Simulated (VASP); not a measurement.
Wanted: the native input for a VASP 6.6.1 run.

| Quantity | Value |
| --- | --- |
| Task | relaxation of volume and atoms at fixed shape |
| Functional | PBE |
| Potentials or basis | VASP PAW PBE potentials, release 64 (K_sv, Zn, F) |
| Cutoff | 600 eV |
| k mesh | 6 × 6 × 6 |
| Occupations | fermi-dirac, width 0.01 eV |
| Spin | no spin polarisation |
| Dipole correction | no |
| Further INCAR settings | ALGO = Normal; EDIFF = 1e-07; IBRION = 2; EDIFFG = -0.01; NSW = 80; ISIF = 8 |

The structure of KZnF3 lies in POSCAR:

```
KZnF3
1.0
    4.0500000000      0.0000000000      0.0000000000
    0.0000000000      4.0500000000      0.0000000000
    0.0000000000      0.0000000000      4.0500000000
K Zn F
1 1 3
Direct
    0.0000000000      0.0000000000      0.0000000000
    0.5000000000      0.5000000000      0.5000000000
    0.5000000000      0.5000000000      0.0000000000
    0.0000000000      0.5000000000      0.5000000000
    0.5000000000      0.0000000000      0.5000000000
```

The input as run:

INCAR

```
SYSTEM = KZnF3
ALGO = Normal
EDIFF = 1E-7
EDIFFG = -0.01
ENCUT = 600
GGA = PE
GGA_COMPAT = .False.
IBRION = 2
ISIF = 8
ISMEAR = -1
LASPH = .True.
LCHARG = .False.
LREAL = .False.
LWAVE = .False.
NELM = 120
NELMIN = 4
NSW = 80
PREC = Accurate
SIGMA = 0.01
```

KPOINTS

```
k-points
0
Gamma
  6 6 6
  0 0 0
```

Potentials or basis: VASP PAW PBE potentials, release 64 (K_sv, Zn, F).

Launch:

```sh
$ cat potpaw_PBE.64/K_sv/POTCAR potpaw_PBE.64/Zn/POTCAR potpaw_PBE.64/F/POTCAR > POTCAR
$ mpirun -np 1 vasp_std > vasp.out
```

Results of the run:

| Item | Value |
| --- | --- |
| Relaxed volume | 14.11 Å³/atom |
| Relaxed cell | a = 4.132 Å, b = 4.132 Å, c = 4.132 Å, α = 90.00°, β = 90.00°, γ = 90.00° |
| Space group after relaxing (to 0.1 Å) | Pm-3m (No. 221) |
| Energy gained by relaxing | 11.6 meV/atom |
| Ionic steps | 3 |
| Pressure after relaxing | 0.0 GPa |
| Band gap on the k mesh | 3.64 eV (least direct gap 5.16 eV) |

It took 2.2 min on 1 thread of Intel Xeon 8259CL, on a shared host, peak memory 0.21 GiB.
